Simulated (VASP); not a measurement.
# Si24C23 (a cell with a defect) in VASP: a series of runs

The runs below take Si24C23 (a cell with a defect) through single point, with PBE.

Program: VASP 6.6.1. These are calculated values, not measurements. Logs are shortened: lines on timing, memory, paths and dates and some standing lists are left out, and cuts for length are marked.

### 1 The cell of the first run

The cell holds a defect, 47 atoms: a = 7.999 Å, b = 7.999 Å, c = 7.999 Å, α = 84.05°, β = 84.05°, γ = 84.05°.

### 2 Single point, PBE

Input file INCAR:

```
PREC = Accurate ; ENCUT = 520
EDIFF = 1E-6 ; ISMEAR = 0
SIGMA = 0.01 ; LREAL = Auto
LASPH = True ; NELM = 100
ALGO = Normal ; ISIF = 2
LWAVE = False ; LCHARG = True
GGA = PE ; LELF = True
LVHAR = True ; NELECT = 186.0
NBANDS = 123
```

Input file KPOINTS:

```
Automatic mesh
0
Gamma
  1 1 1
```

Input file POSCAR:

```
Si24C23
1.0
   -6.1838730361      0.0000000000     -5.0742922873
    3.0919365181      5.3553911431     -5.0742922873
    3.0919365181     -5.3553911431     -5.0742922873
Si C
24 23
Direct
    0.6738226756      0.3404893423      0.5071560090
    0.3335433081      0.0002099748      0.1668766414
    0.5021443047      0.1654923008      0.8347333152
    0.0013999819      0.1688109713      0.3321589675
    0.4988256342      0.6680666485      0.3354776380
    0.1661260189      0.3343530619      0.0002269379
    0.8338950933     -0.0015447035      0.6675162006
    0.6676863952      0.8335602712     -0.0005406478
    0.3317886298      0.5008495339      0.6672284266
    0.1668936046      0.8327926855      0.5010197286
    0.8341828672      0.5005617599      0.1651219632
    0.0007701202      0.6674367869      0.8341034535
    0.3266181789      0.1651577196      0.5047143877
   -0.0007570339      0.8327793850      0.1668020613
    0.1661127183      0.0001353946      0.8325762995
    0.6713810544     -0.0067151545      0.3318243863
    0.1657833116      0.5009884840      0.3322730045
    0.8343218173      0.1656063378     -0.0008833550
    0.4989396712      0.8324499783      0.6676551506
    0.3334687280      0.6659096328     -0.0005539483
   -0.0004859191      0.3324439827      0.6674973357
    0.8341640024      0.6661807475      0.4991106493
    0.4984910530      0.3380477211      0.1599515122
    0.6657773160      0.5008306691      0.8328474142
    0.2090336263      0.8757002930      0.0423669596
    0.3780635628      0.0429267444      0.7082668734
    0.8749335401      0.0447302295      0.2095934110
    0.3762600777      0.5416002067      0.2113968961
    0.0420648775      0.2077537914      0.8742088649
    0.7055622543      0.8760295786      0.5406188935
    0.5410871247      0.7075421982      0.8753982108
    0.2093629119      0.3739522268      0.5388955876
    0.0408755315      0.7087315441      0.3744204581
    0.7072855602      0.3722289209      0.0426962453
    0.8748193948      0.5414860615      0.7081527281
    0.5389083470      0.3727768852      0.7065353914
    0.2103381806      0.0422110056      0.3750658628
    0.3755443390      0.2083991961      0.0436715140
    0.8732020580      0.2055750137      0.5394435518
    0.3738656699      0.7077497301      0.5421647495
    0.0410830634      0.3754980828      0.2071990032
    0.7088314161      0.0405323365      0.8744163968
    0.5417325294      0.8770048473      0.2088776723
    0.2081407676      0.5413395025      0.8751346785
    0.0418013452      0.8748074343      0.7080061692
    0.7061102185      0.5398687247      0.3722416803
    0.8746728359      0.7084680118      0.0414741010
```

Potentials or basis: VASP PAW PBE potentials, release 64 (Si, C).

Command:

```sh
$ cat potpaw_PBE.64/Si/POTCAR potpaw_PBE.64/C/POTCAR > POTCAR
$ mpirun -np 1 vasp_gam > vasp.out
```

OUTCAR:

```text
PREC = Accurate
   ENCUT = 520
   EDIFF = 1E-6
   ISMEAR = 0
   LREAL = Auto
   LASPH = True
   NELM = 100
   ISIF = 2
   GGA = PE
   NELECT = 186.0

 ion  position               nearest neighbor table
   1  0.674  0.340  0.507-  39 1.86  36 1.86  46 1.86  22 3.01  24 3.01  21 3.01   5 3.10   3 3.10
                             4 3.10   9 3.11  11 3.11   7 3.11
   2  0.334  0.000  0.167-  38 1.89  43 1.89  37 1.89  25 1.90   4 3.09   3 3.09   5 3.09   6 3.10
                             8 3.10  10 3.10  15 3.11  20 3.11  14 3.11  13 3.12  16 3.12  23 3.12
   3  0.502  0.165  0.835-  42 1.88  36 1.89  26 1.89  38 1.91  23 3.06   8 3.07  18 3.08   7 3.09
                             2 3.09   1 3.10  24 3.10  19 3.11   6 3.11  13 3.12   9 3.12  15 3.12
   4  0.001  0.169  0.332-  41 1.88  39 1.89  27 1.89  37 1.91  13 3.06   6 3.07  17 3.08  11 3.09
                             2 3.09   1 3.10  21 3.10  18 3.11  10 3.11  16 3.12   7 3.12  14 3.12
   5  0.499  0.668  0.335-  40 1.88  46 1.89  28 1.89  43 1.91  16 3.06  10 3.07  19 3.08   9 3.09
                             2 3.09   1 3.10  22 3.10  17 3.11   8 3.11  23 3.12  11 3.12  20 3.12
   6  0.166  0.334  0.000-  41 1.88  44 1.89  38 1.91  29 1.91  23 3.07   4 3.07  11 3.08  12 3.08
                             9 3.09  20 3.09  17 3.09   2 3.10  21 3.10  18 3.10   3 3.11  15 3.11
   7  0.834  0.998  0.668-  45 1.89  42 1.89  39 1.89  30 1.92   8 3.08  12 3.08   3 3.09  10 3.09
                            15 3.09  18 3.09  22 3.10  21 3.10   1 3.11  16 3.11  19 3.11   4 3.12
   8  0.668  0.834  0.999-  42 1.88  47 1.89  43 1.91  31 1.91  16 3.07   3 3.07   7 3.08  12 3.08
                            11 3.09  14 3.09  18 3.09   2 3.10  24 3.10  19 3.10   5 3.11  20 3.11
   9  0.332  0.501  0.667-  44 1.89  40 1.89  36 1.89  32 1.92  10 3.08  12 3.08   5 3.09   6 3.09
[... 52 lines left out ...]
  46  0.706  0.540  0.372-   1 1.86   5 1.89  11 1.89  22 1.93
  47  0.875  0.708  0.041-  11 1.89   8 1.89  12 1.89  14 1.90

  LATTYP: Found a trigonal (rhomboedric) cell.
 ALAT       =     7.9992954654
 COS(alpha) =     0.1035854215

  Lattice vectors:

 A1 = (  -6.1838730361,   0.0000000000,  -5.0742922873)
 A2 = (   3.0919365181,   5.3553911431,  -5.0742922873)
 A3 = (   3.0919365181,  -5.3553911431,  -5.0742922873)

Analysis of symmetry for initial positions (statically):
=====================================================================
 Subroutine PRICEL returns:
 Original cell was already a primitive cell.

 Routine SETGRP: Setting up the symmetry group for a
 trigonal (rhombohedral) supercell.

 Subroutine GETGRP returns: Found  3 space group operations
 (whereof  1 operations were pure point group operations)
 out of a pool of 12 trial point group operations.

The static configuration has the point symmetry C_1 .
 The point group associated with its full space group is C_3 .

Analysis of symmetry for dynamics (positions and initial velocities):
=====================================================================
 Subroutine PRICEL returns:
 Original cell was already a primitive cell.

 Routine SETGRP: Setting up the symmetry group for a
 trigonal (rhombohedral) supercell.

 Subroutine GETGRP returns: Found  3 space group operations
 (whereof  1 operations were pure point group operations)
 out of a pool of 12 trial point group operations.

The dynamic configuration has the point symmetry C_1 .
 The point group associated with its full space group is C_3 .

 Subroutine INISYM returns: Found  3 space group operations
 (whereof  1 operations are pure point group operations),
 and found     1 'primitive' translations

----------------------------------------------------------------------------------------

                                     Primitive cell

  volume of cell :     504.1369

  direct lattice vectors                    reciprocal lattice vectors
    -6.183873036  0.000000000 -5.074292287    -0.107807302  0.000000000 -0.065690606
     3.091936518  5.355391143 -5.074292287     0.053903651  0.093363862 -0.065690606
     3.091936518 -5.355391143 -5.074292287     0.053903651 -0.093363862 -0.065690606

  length of vectors
     7.999295465  7.999295466  7.999295466     0.126244485  0.126244485  0.126244485

  position of ions in fractional coordinates (direct lattice)
     0.673822676  0.340489342  0.507156009
     0.333543308  0.000209975  0.166876641
     0.502144305  0.165492301  0.834733315
     0.001399982  0.168810971  0.332158967
     0.498825634  0.668066649  0.335477638
     0.166126019  0.334353062  0.000226938
[... 39 lines left out ...]
     0.706110219  0.539868725  0.372241680
     0.874672836  0.708468012  0.041474101

  ion indices of the primitive-cell ions
   primitive index   ion index
                 1           1
                 2           2
                 3           3
                 4           4
                 5           5
                 6           6
[... 39 lines left out ...]
                46          46
                47          47

----------------------------------------------------------------------------------------

 KPOINTS: Automatic mesh

Automatic generation of k-mesh.
 Grid dimensions read from file:
 generate k-points for:    1    1    1

 Generating k-lattice:

  Cartesian coordinates                     Fractional coordinates (reciprocal lattice)
    -0.107807302  0.000000000 -0.065690606     1.000000000  0.000000000  0.000000000
     0.053903651  0.093363862 -0.065690606     0.000000000  1.000000000 -0.000000000
     0.053903651 -0.093363862 -0.065690606     0.000000000 -0.000000000  1.000000000

  Length of vectors
     0.126244485  0.126244485  0.126244485

  Shift w.r.t. Gamma in fractional coordinates (k-lattice)
     0.000000000  0.000000000  0.000000000

 Subroutine IBZKPT returns following result:
 ===========================================

 Found      1 irreducible k-points:

 Following reciprocal coordinates:
            Coordinates               Weight
  0.000000  0.000000  0.000000      1.000000
   k-points           NKPTS =      1   k-points in BZ     NKDIM =      1   number of bands    NBANDS=    123
   number of dos      NEDOS =    301   number of ions     NIONS =     47
   total plane-waves  NPLWV = 216000
   dimension x,y,z NGX =    60 NGY =   60 NGZ =   60
   dimension x,y,z NGXF=   120 NGYF=  120 NGZF=  120
   ions per type =              24  23
   NGX,Y,Z   is equivalent  to a cutoff of  12.47, 12.47, 12.47 a.u.
   NGXF,Y,Z  is equivalent  to a cutoff of  24.94, 24.94, 24.94 a.u.
 SYSTEM =  unknown system
   PREC   = accura    normal or accurate (medium, high low for compatibility)
   ISTART =      0    job   : 0-new  1-cont  2-samecut
   ICHARG =      2    charge: 1-file 2-atom 10-const
   ISPIN  =      1    spin polarized calculation?
   LNONCOLLINEAR =      F non collinear calculations
   LSORBIT =      F    spin-orbit coupling
   LASPH  =      T    aspherical Exc in radial PAW
   ENCUT  =  520.0 eV  38.22 Ry    6.18 a.u.  14.87 14.87 14.87*2*pi/ulx,y,z
   NELM   =    100;   NELMIN=  2; NELMDL= -5     # of ELM steps
   EDIFF  = 0.1E-05   stopping-criterion for ELM
   LREAL  =      T    real-space projection
   EDIFFG = 0.1E-04   stopping-criterion for IOM
   NSW    =      0    number of steps for IOM
   IBRION =     -1    ionic relax: 0-MD 1-quasi-New 2-CG
   NFREE  =      0    steps in history (QN), initial steepest desc. (CG)
   ISIF   =      2    stress and relaxation
   ISYM   =      2    0-nonsym 1-usesym 2-fastsym
   POTIM  = 0.5000    time-step for ionic-motion
   TEBEG  =    0.0;   TEEND  =   0.0 temperature during run
   PSTRESS=    0.0 pullay stress
   NELECT =     186.0000    total number of electrons
   NUPDOWN=      -1.0000    fix difference up-down
   EMIN   =  10.00;   EMAX   =-10.00  energy-range for DOS
   EFERMI =   0.00;   METHOD = LEGACY
   ISMEAR =     0;   SIGMA  =   0.01  broadening in eV -4-tet -1-fermi 0-gaus
   EFERMI_NEDOS =   21; number of points for ismear=-14 and -15
   IALGO  =     38    algorithm
   IMIX   =      4    mixing-type and parameters
     AMIX     =   0.40;   BMIX     =  1.00
     AMIX_MAG =   1.60;   BMIX_MAG =  1.00
  volume/ion in A,a.u.               =      10.73        72.38
  Fermi-wavevector in a.u.,A,eV,Ry     =   1.174166  2.218853 18.757900  1.378667
  Thomas-Fermi vector in A             =   2.310568
   LORBIT       =      0    0 simple, 1 ext, 2 COOP (PROOUT), +10 PAW based schemes
   GGA     = PE    functional components
   LHFCALC =     F    Hartree Fock is set to
   AEXX    =    0.0000 exact exchange contribution
   IVDW    =     0    specifies the selected vdW correction
   LEPSILON=     F    determine dielectric tensor
   LRPA    =     F    only Hartree local field effects (RPA)
 non-spin polarized calculation
 Gauss-broadening in eV      SIGMA  =   0.01
  energy-cutoff  :      520.00
  volume of cell :      504.14
 maximum number of plane-waves:      6769
 NGX is ok and might be reduce to    60
   NGX = 29   NGY = 29   NGZ = 29

 number of electron     185.9999986 magnetization

 Free energy of the ion-electron system (eV)
  ---------------------------------------------------
  ext. energy  EPLUGINS =         0.00000000
  ---------------------------------------------------
  free energy    TOTEN  =      -368.64711559 eV

  energy without entropy =     -368.64711559  energy(sigma->0) =     -368.64711559

 E-fermi :   7.6626     XC(G=0): -11.1779

 val. band max:        7.6076219927   @ k =   0.0000   0.0000   0.0000
 cond. band min:       9.7712326686   @ k =   0.0000   0.0000   0.0000
 fundamental gap:      2.1636106759
 Fermi energy:         7.6626182278

 k-point     1 :       0.0000    0.0000    0.0000
  band No.  band energies     occupation
      1      -7.4276      2.00000
      2      -5.6316      2.00000
      3      -5.6215      2.00000
      4      -5.6215      2.00000
      5      -5.5844      2.00000
      6      -5.5844      2.00000
[... 97 lines left out ...]
    104      12.5502      0.00000
    105      12.7485      0.00000
 [bands above 105 left out]

------------------------ aborting loop because EDIFF is reached ----------------------------------------

  FORCE on cell =-STRESS in cart. coord.  units (eV):
  Direction    XX          YY          ZZ          XY          YZ          ZX
  --------------------------------------------------------------------------------------
  -------------------------------------------------------------------------------------
  Total      -30.9592724    -30.9592724    -21.6116475     -0.0000001      0.0000000      0.0000000
  in kB      -98.3904243    -98.3904243    -68.6831116     -0.0000002      0.0000000      0.0000000
  external PRESSURE =     -88.4879867 kB  Pullay stress =       0.0000000 kB

 VOLUME and BASIS-vectors are now :
 -----------------------------------------------------------------------------
  energy-cutoff  :      520.00
  volume of cell :      504.14
      direct lattice vectors                 reciprocal lattice vectors
    -6.183873036  0.000000000 -5.074292287    -0.107807302  0.000000000 -0.065690606
     3.091936518  5.355391143 -5.074292287     0.053903651  0.093363862 -0.065690606
     3.091936518 -5.355391143 -5.074292287     0.053903651 -0.093363862 -0.065690606

 POSITION                                       TOTAL-FORCE (eV/Angst)
 -----------------------------------------------------------------------------------
     -1.54597     -0.89257     -7.72037         0.000000     -0.000000     -0.011841
     -1.54597     -0.89257     -2.54034        -0.000000     -0.000000      0.000203
     -0.01256     -3.58405     -7.62346        -0.005682     -0.001848     -0.000970
      1.54031     -0.87479     -2.54917         0.001241      0.005845     -0.000970
      0.01822      1.78114     -7.62346         0.004441     -0.003997     -0.000970
      0.00720      1.78938     -2.54073         0.009122      0.002019     -0.003305
[... 39 lines left out ...]
     -1.54631      0.89771     -8.21132         0.000668      0.007698     -0.002641
     -3.09009      3.57201     -8.24377        -0.001807     -0.000776     -0.000751
 -----------------------------------------------------------------------------------
    total drift:                                0.000000     -0.000001     -0.023113

  FREE ENERGIE OF THE ION-ELECTRON SYSTEM (eV)
  ---------------------------------------------------
  free  energy   TOTEN  =      -368.6471155879 eV

  energy  without entropy=     -368.6471155879  energy(sigma->0) =     -368.64711559
```

It took 1.7 min on 1 thread of Intel Xeon Platinum 8375C at 2.90GHz (Ice Lake), shared host; peak memory 0.44 GiB.

Results:

```
Free energy   : -368.6471 eV
Largest force : 0.019 eV/Å
```

Forces in eV/Å, atoms in the order of the input:
```
Si   0.000  0.000 -0.012
Si   0.000  0.000  0.000
Si  -0.006 -0.002 -0.001
Si   0.001  0.006 -0.001
Si   0.004 -0.004 -0.001
Si   0.009  0.002 -0.003
Si  -0.004 -0.003  0.004
Si  -0.006  0.007 -0.003
Si   0.004 -0.002  0.004
Si  -0.003 -0.009 -0.003
Si   0.000  0.005  0.004
Si   0.000  0.000  0.002
Si   0.016 -0.007  0.007
Si   0.011 -0.010  0.008
Si   0.003  0.014  0.008
Si  -0.015 -0.011  0.007
Si   0.001  0.003  0.001
Si  -0.003 -0.001  0.001
Si   0.002 -0.002  0.001
Si  -0.014 -0.005  0.008
Si   0.000 -0.004  0.002
Si  -0.004  0.002  0.002
Si  -0.002  0.018  0.007
Si   0.003  0.002  0.002
C    0.000  0.000 -0.001
C   -0.006 -0.003 -0.009
C    0.001  0.006 -0.009
C    0.005 -0.004 -0.009
C    0.002 -0.002  0.000
C    0.001 -0.005 -0.003
C    0.001  0.003  0.000
C    0.004  0.004 -0.003
C   -0.003 -0.001  0.000
C   -0.005  0.002 -0.003
C    0.000  0.000 -0.011
C    0.006 -0.004 -0.003
C   -0.008  0.005  0.006
C    0.000 -0.009  0.006
C   -0.007 -0.003 -0.003
C   -0.002  0.002 -0.002
C   -0.001 -0.002 -0.002
C    0.002  0.001 -0.002
C    0.008  0.005  0.006
C    0.000  0.002 -0.001
C    0.002 -0.001 -0.001
C    0.001  0.008 -0.003
C   -0.002 -0.001 -0.001
```

Levels at points of the mesh, in eV from the Fermi level:
```csv
k point,band 90,band 91,band 92,band 93,band 94,band 95,band 96,band 97
"(0.00, 0.00, 0.00)",-0.94,-0.17,-0.06,-0.06,2.11,2.37,2.37,3.15
```

Caveat: the k points lie up to 0.79 Å⁻¹ apart; the cell carries a net charge on a neutralising background, which shifts energy and pressure; the cell is charged against a uniform background, so pressure and absolute levels hang on convention.

[end of part 1 of 2]
